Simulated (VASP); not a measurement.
# C (Cmme) in VASP: vibrations by perturbation theory with PBEsol

Aim: the vibrations by perturbation theory of C with PBEsol.

Program: VASP 6.6.1. These are calculated values, not measurements. Logs are shortened: lines on timing, memory, paths and dates and some standing lists are left out, and cuts for length are marked.

## (1) The cell of the first run

The typed cell holds 4 atoms: a = 2.459 Å, b = 2.459 Å, c = 7.378 Å, α = 90.00°, β = 90.00°, γ = 119.99°.

## (2) Vibrations by perturbation theory, PBEsol

INCAR reads:

```
SYSTEM = C
PREC = Accurate
ENCUT = 600
EDIFF = 1E-8
ISMEAR = 0
SIGMA = 0.15
LREAL = .FALSE.
LASPH = .TRUE.
NELM = 120
ALGO = Normal
ISIF = 2
LWAVE = .FALSE.
LCHARG = .FALSE.
GGA = PS
IBRION = 8
NSW = 1
GGA_COMPAT = .FALSE.
KPAR = 4
```

KPOINTS reads:

```
regular mesh
0
G
  18 18 6
  0 0 0
```

POSCAR reads:

```
C
1.0
    1.2294745828     -2.1290849001      0.0000000000
    1.2294745828      2.1290849001      0.0000000000
    0.0000000000      0.0000000000      7.3778161753
C
4
Direct
    0.0833216530      0.9166783470      0.7498447213
    0.5833216530      0.4166783470      0.2501552787
    0.9166783470      0.0833216530      0.2501552787
    0.4166783470      0.5833216530      0.7498447213
```

Potentials or basis: VASP PAW PBE potentials, release 64 (C).

Started as:

```bash
> cat potpaw_PBE.64/C/POTCAR > POTCAR
> mpirun -np 4 vasp_std > vasp.out
```

OUTCAR:

```text
SYSTEM = C
   PREC = Accurate
   ENCUT = 600
   EDIFF = 1E-8
   ISMEAR = 0
   LREAL = .FALSE.
   LASPH = .TRUE.
   NELM = 120
   ISIF = 2
   GGA = PS
   IBRION = 8
   NSW = 1

 ion  position               nearest neighbor table
   1  0.083  0.917  0.750-   4 1.42   4 1.42   4 1.42
   2  0.583  0.417  0.250-   3 1.42   3 1.42   3 1.42
   3  0.917  0.083  0.250-   2 1.42   2 1.42   2 1.42
   4  0.417  0.583  0.750-   1 1.42   1 1.42   1 1.42

  LATTYP: Found a base centered orthorhombic cell.
 ALAT       =     2.4589491656
 B/A-ratio  =     1.7317030623
 C/A-ratio  =     3.0003939400

  Lattice vectors:

 A1 = (   1.2294745828,  -2.1290849001,   0.0000000000)
 A2 = (   1.2294745828,   2.1290849001,   0.0000000000)
 A3 = (   0.0000000000,   0.0000000000,   7.3778161753)

Analysis of symmetry for initial positions (statically):
=====================================================================
 Subroutine PRICEL returns:
 Original cell was already a primitive cell.

 Routine SETGRP: Setting up the symmetry group for a
 base centered orthorhombic supercell.

 Subroutine GETGRP returns: Found  8 space group operations
 (whereof  4 operations were pure point group operations)
 out of a pool of  8 trial point group operations.

The static configuration has the point symmetry C_2h.
 The point group associated with its full space group is D_2h.

Analysis of symmetry for dynamics (positions and initial velocities):
=====================================================================
 Subroutine PRICEL returns:
 Original cell was already a primitive cell.

 Routine SETGRP: Setting up the symmetry group for a
 base centered orthorhombic supercell.

 Subroutine GETGRP returns: Found  8 space group operations
 (whereof  4 operations were pure point group operations)
 out of a pool of  8 trial point group operations.

The dynamic configuration has the point symmetry C_2h.
 The point group associated with its full space group is D_2h.

 Subroutine INISYM returns: Found  8 space group operations
 (whereof  4 operations are pure point group operations),
 and found     1 'primitive' translations

----------------------------------------------------------------------------------------

                                     Primitive cell

  volume of cell :      38.6252

  direct lattice vectors                    reciprocal lattice vectors
     1.229474583 -2.129084900  0.000000000     0.406677785 -0.234842678  0.000000000
     1.229474583  2.129084900  0.000000000     0.406677785  0.234842678  0.000000000
     0.000000000  0.000000000  7.377816175     0.000000000  0.000000000  0.135541463

  length of vectors
     2.458578911  2.458578911  7.377816175     0.469614634  0.469614634  0.135541463

  position of ions in fractional coordinates (direct lattice)
     0.083321653  0.916678347  0.749844721
     0.583321653  0.416678347  0.250155279
     0.916678347  0.083321653  0.250155279
     0.416678347  0.583321653  0.749844721

  ion indices of the primitive-cell ions
   primitive index   ion index
                 1           1
                 2           2
                 3           3
                 4           4

----------------------------------------------------------------------------------------

 KPOINTS: regular mesh

Automatic generation of k-mesh.
 Grid dimensions read from file:
 generate k-points for:   18   18    6

 Generating k-lattice:

  Cartesian coordinates                     Fractional coordinates (reciprocal lattice)
     0.022593210 -0.013046815  0.000000000     0.055555556 -0.000000000  0.000000000
     0.022593210  0.013046815  0.000000000    -0.000000000  0.055555556  0.000000000
     0.000000000  0.000000000  0.022590244     0.000000000  0.000000000  0.166666667

  Length of vectors
     0.026089702  0.026089702  0.022590244

  Shift w.r.t. Gamma in fractional coordinates (k-lattice)
     0.000000000  0.000000000  0.000000000

 Subroutine IBZKPT returns following result:
 ===========================================

 Found    364 irreducible k-points:

[... 84 lines left out ...]

 number of electron      15.9999999 magnetization

 Free energy of the ion-electron system (eV)
  ---------------------------------------------------
  ext. energy  EPLUGINS =         0.00000000
  ---------------------------------------------------
  free energy    TOTEN  =       -38.58666343 eV

  energy without entropy =      -38.58565867  energy(sigma->0) =      -38.58616105

 E-fermi :   3.8528     XC(G=0):  -9.8880

 val. band max:        3.8524793998   @ k =   0.3333   0.3333   0.5000
 cond. band min:       3.8544928860   @ k =   0.3333   0.3333   0.5000
 fundamental gap:      0.0020134863
 Fermi energy:         3.8527552257

 k-point     1 :       0.0000    0.0000    0.0000
  band No.  band energies     occupation
      1     -15.7575      2.00000
      2     -15.6157      2.00000
      3      -4.4241      2.00000
      4      -3.2176      2.00000
      5       0.8571      2.00000
      6       0.8649      2.00000
      7       0.8692      2.00000
      8       0.8702      2.00000
      9       7.2856      0.00000
     10      12.1889      0.00000
     11      12.2084      0.00000
     12      12.2179      0.00000
[... 331 lines left out ...]
 k-point    24 :      -0.2222    0.0556    0.0000
  band No.  band energies     occupation
      1     -14.8037      2.00000
      2     -14.6710      2.00000
      3      -3.2695      2.00000
      4      -2.1632      2.00000
      5      -2.1365      2.00000
      6      -2.1166      2.00000
      7      -0.7935      2.00000
      8      -0.7863      2.00000
      9       8.4919      0.00000
     10      12.4092      0.00000
     11      12.4308      0.00000
     12      12.4448      0.00000

 [... further k-points ...]

------------------------ aborting loop because EDIFF is reached ----------------------------------------

  FORCE on cell =-STRESS in cart. coord.  units (eV):
  Direction    XX          YY          ZZ          XY          YZ          ZX
  --------------------------------------------------------------------------------------
  -------------------------------------------------------------------------------------
  Total        0.1402433      0.1380867     -0.0715126      0.0000000     -0.0000000      0.0000000
  in kB        5.8173127      5.7278539     -2.9663514      0.0000000     -0.0000000      0.0000000
  external PRESSURE =       2.8596051 kB  Pullay stress =       0.0000000 kB

 VOLUME and BASIS-vectors are now :
 -----------------------------------------------------------------------------
  energy-cutoff  :      600.00
  volume of cell :       38.63
      direct lattice vectors                 reciprocal lattice vectors
     1.229474583 -2.129084900  0.000000000     0.406677785 -0.234842678  0.000000000
     1.229474583  2.129084900  0.000000000     0.406677785  0.234842678  0.000000000
     0.000000000  0.000000000  7.377816175     0.000000000  0.000000000  0.135541463

 POSITION                                       TOTAL-FORCE (eV/Angst)
 -----------------------------------------------------------------------------------
      1.22947      1.77429      5.53222         0.000000     -0.000873      0.000127
      1.22947     -0.35480      1.84560         0.000000     -0.000873     -0.000127
      1.22947     -1.77429      1.84560         0.000000      0.000873     -0.000127
      1.22947      0.35480      5.53222         0.000000      0.000873      0.000127
 -----------------------------------------------------------------------------------
    total drift:                               -0.000000     -0.000000     -0.000000

  FREE ENERGIE OF THE ION-ELECTRON SYSTEM (eV)
  ---------------------------------------------------
  free  energy   TOTEN  =       -38.5866634284 eV

  energy  without entropy=      -38.5856586675  energy(sigma->0) =      -38.58616105

[... ionic steps 2 to 3 ...]

--------------------------------------- Ionic step        4  -------------------------------------------

------------------------ aborting loop because EDIFF is reached ----------------------------------------

--------------------------------------- Ionic step        5  -------------------------------------------

------------------------ aborting loop because EDIFF is reached ----------------------------------------

--------------------------------------- Ionic step        6  -------------------------------------------

 Free energy of the ion-electron system (eV)
  ---------------------------------------------------
  ---------------------------------------------------
  free energy    TOTEN  =        -0.13978554 eV

  energy without entropy =       -0.13978553

------------------------ aborting loop because EDIFF is reached ----------------------------------------

 INTERNAL STRAIN TENSOR  FOR ION    1  DIRECTION 3   (eV/Angst):
 -----------------------------------------------------------------------------
    -0.02324  0.00000  0.00000
     0.00000  0.02354 -0.05668
     0.00000 -0.05679 -0.00238

 INTERNAL STRAIN TENSOR FOR ION    4 for displacements in x,y,z  (eV/Angst):
          X           Y           Z          XY          YZ          ZX
  --------------------------------------------------------------------------------
  x     0.00000     0.00000     0.00000   -10.94417     0.00000     0.00175
  y   -12.28471    12.29223     0.02806     0.00000    -0.00026     0.00000
  z    -0.02324     0.02354    -0.00238     0.00000     0.05679     0.00000

 SECOND DERIVATIVES (NOT SYMMETRIZED)
 ------------------------------------
               1X          1Y          1Z          2X          2Y          2Z          3X          3Y          3Z          4X          4Y          4Z
  1X   -54.623183    0.000000    0.000000    0.561293    0.000000    0.000000   -0.544101    0.000000    0.000000   54.605991    0.000000    0.000000
  1Y     0.000000  -54.304385   -0.000098    0.000000   -0.556675    0.000008    0.000000    0.540854    0.000189    0.000000   54.320207   -0.000098
  1Z     0.000000    0.000822  -16.809563    0.000000    0.000583    0.049349    0.000000   -0.000255    0.006000    0.000000   -0.001150   16.754214
  2X     0.561293    0.000000    0.000000  -54.623183    0.000000    0.000000   54.605991    0.000000    0.000000   -0.544101    0.000000    0.000000
  2Y     0.000000   -0.556675   -0.000008    0.000000  -54.304385    0.000098    0.000000   54.320207    0.000098    0.000000    0.540854   -0.000189
  2Z     0.000000   -0.000583    0.049349    0.000000   -0.000822  -16.809563    0.000000    0.001150   16.754214    0.000000    0.000255    0.006000
  3X    -0.544101    0.000000    0.000000   54.605991    0.000000    0.000000  -54.623183    0.000000    0.000000    0.561293    0.000000    0.000000
  3Y     0.000000    0.540854    0.000189    0.000000   54.320207   -0.000098    0.000000  -54.304385   -0.000098    0.000000   -0.556675    0.000008
  3Z     0.000000   -0.000255    0.006000    0.000000   -0.001150   16.754214    0.000000    0.000822  -16.809563    0.000000    0.000583    0.049349
  4X    54.605991    0.000000    0.000000   -0.544101    0.000000    0.000000    0.561293    0.000000    0.000000  -54.623183    0.000000    0.000000
  4Y     0.000000   54.320207    0.000098    0.000000    0.540854   -0.000189    0.000000   -0.556675   -0.000008    0.000000  -54.304385    0.000098
  4Z     0.000000    0.001150   16.754214    0.000000    0.000255    0.006000    0.000000   -0.000583    0.049349    0.000000   -0.000822  -16.809563

 Eigenvectors and eigenvalues of the dynamical matrix
 ----------------------------------------------------

   1 f  =   47.382388 THz   297.712323 2PiTHz 1580.506330 cm-1   195.957722 meV
             X         Y         Z           dx          dy          dz
      1.229475  1.774287  5.532217     0.500000   -0.000000    0.000000
      1.229475 -0.354798  1.845600    -0.500000   -0.000000   -0.000000
      1.229475 -1.774287  1.845600     0.500000    0.000000   -0.000000
      1.229475  0.354798  5.532217    -0.500000    0.000000   -0.000000
[... 71 lines left out ...]
  12 f/i=    0.802417 THz     5.041736 2PiTHz   26.765756 cm-1     3.318529 meV
             X         Y         Z           dx          dy          dz
      1.229475  1.774287  5.532217    -0.000000   -0.500000    0.000006
      1.229475 -0.354798  1.845600     0.000000    0.500000    0.000006
      1.229475 -1.774287  1.845600     0.000000    0.500000   -0.000006
      1.229475  0.354798  5.532217    -0.000000   -0.500000   -0.000006

--------------------------------------------------------------------------------------------------------

 ELASTIC MODULI CONTR FROM IONIC RELAXATION (kBar)
 Direction    XX          YY          ZZ          XY          YZ          ZX
 --------------------------------------------------------------------------------
 XX        -229.0108    229.1610      0.4389      0.0000      0.0000     -0.0000
 YY         229.1610   -229.3113     -0.4381     -0.0000     -0.0000      0.0000
 ZZ           0.4389     -0.4381     -0.0097      0.0000     -0.0000     -0.0000
 XY           0.0000     -0.0000      0.0000   -183.7997     -0.0000     -0.0000
 YZ           0.0000     -0.0000     -0.0000     -0.0000     -0.0160      0.0000
 ZX          -0.0000      0.0000     -0.0000     -0.0000      0.0000     -0.0148
 --------------------------------------------------------------------------------
```

It took 3.6 min on 4 MPI ranks of Intel Xeon 6975P-C (Granite Rapids), shared host; peak memory 1 GiB.

Results:

| Quantity | Value |
| --- | --- |
| Highest phonon frequency at Γ | 1581 cm⁻¹ |
| Most unstable mode | 27i cm⁻¹ |

Phonon frequencies in cm⁻¹ (negative: imaginary):
| q point | frequencies |
| --- | --- |
| (0.000, 0.000, 0.000) | -27 0 0 0 28 50 871 872 1560 1565 1576 1581 |

Caveat: some modes are imaginary; this functional lacks dispersion, which binds layers or chains, so the pressure and a relaxed spacing across them are unreliable; the PAW data sets were made with another functional, which shifts forces and pressure a little.
